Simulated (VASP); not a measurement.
Write the native input for VASP 6.6.1 that does the following.

```
Task                   : relaxation of cell and atoms
Functional             : PBEsol
Potentials or basis    : VASP PAW PBE potentials, release 64 (Se, Ti_sv)
Cutoff                 : 600 eV
k mesh                 : 10 × 10 × 4
Occupations            : fermi-dirac, width 0.05 eV
Spin                   : no spin polarisation
Target pressure        : 20 GPa
Dipole correction      : no
Further INCAR settings : ALGO = Normal; EDIFF = 1e-07; IBRION = 2; EDIFFG = -0.01; NSW = 60; ISIF = 3
```

The structure of Ti3Se lies in POSCAR:

```
Ti3Se
1.0
    3.1974455988      0.0000000000      0.0000000000
   -1.5987227994      2.7690691158      0.0000000000
    0.0000000000      0.0000000000      7.9427450000
Se Ti
1 3
Direct
    0.0000000000      0.0000000000      0.0000000000
    0.6666666667      0.3333333333      0.5000000000
    0.3333333333      0.6666666667      0.7729020000
    0.3333333333      0.6666666667      0.2270980000
```

One way to write it, as run:

INCAR

```
SYSTEM = Ti3Se
ALGO = Normal
EDIFF = 1E-7
EDIFFG = -0.01
ENCUT = 600
GGA = PS
IBRION = 2
ISIF = 3
ISMEAR = -1
LASPH = .True.
LCHARG = .False.
LREAL = .False.
LWAVE = .False.
NELM = 100
NSW = 60
PREC = Accurate
PSTRESS = 200.0
SIGMA = 0.05
```

KPOINTS

```
k-points
0
Gamma
  10 10 4
  0 0 0
```

Potentials or basis: VASP PAW PBE potentials, release 64 (Se, Ti_sv).

The run is started by

```console
$ cat potpaw_PBE.64/Se/POTCAR potpaw_PBE.64/Ti_sv/POTCAR > POTCAR
$ mpirun -np 1 vasp_std > vasp.out
```

Results of the run:

```json
{
 "Relaxed volume": "14.81 Å³/atom",
 "Relaxed cell": "a = 3.000 Å, b = 3.000 Å, c = 7.602 Å, α = 90.00°, β = 90.00°, γ = 120.00°",
 "Space group after relaxing (to 0.05 Å)": "P-6m2 (No. 187)",
 "Energy change on relaxing (the enthalpy is what falls)": "+108.0 meV/atom",
 "Ionic steps": "11",
 "Pressure after relaxing": "20.0 GPa",
 "Largest force after relaxing": "0.003 eV/Å",
 "Band gap on the k mesh": "zero (band 21 reaches 10.30 eV, above the bottom of band 22 at 9.68 eV)"
}
```

Caveat: the cell is relaxed towards a set pressure, so the enthalpy falls and the energy may rise; the volume moved by over 15 % at a fixed basis, so the end points are rough; the PAW data sets were made with another functional, which shifts forces and pressure a little.

Wall time 8.6 min on 1 thread of Intel(R) Xeon(R) 6975P-C (Granite Rapids), on a shared host, peak memory 0.29 GiB.
